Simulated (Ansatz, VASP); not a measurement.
Two plane-wave programs on Al

```
Al
1.0
    -1.61302    1.61302    1.54850
     1.61302   -1.61302    1.54850
     1.61302    1.61302   -1.54850
Al
1
Direct
  0.00000 0.00000 0.00000
```

Alike in both runs: task single point; functional r2SCAN; k mesh 24 × 24 × 24; occupations gaussian, width 0.15 eV; no spin polarisation.

|  | VASP | Ansatz |
| --- | --- | --- |
| version | VASP 6.6.1 | Ansatz 0.2.0 |
| potentials or method | VASP PAW PBE potentials, release 64 (Al), cutoff 520 eV | scalar-relativistic, plane waves, PAW |
| valence electrons in the cell | 3 | 3 |

```tsv
	VASP	Ansatz	Ansatz less VASP
gap on the k mesh at the Fermi level (eV)	none	none	-
pressure (GPa)	0.2	0.5	+0.31
traceless stress, the component that is largest in VASP (GPa)	-0.83	-0.83	+0.002
```

VASP's potentials were made for PBE, not for r2SCAN. A gap of «none» marks a metal or a gap that the smearing closes. With one functional, cell and mesh, what is left measures potentials, basis and numerics.
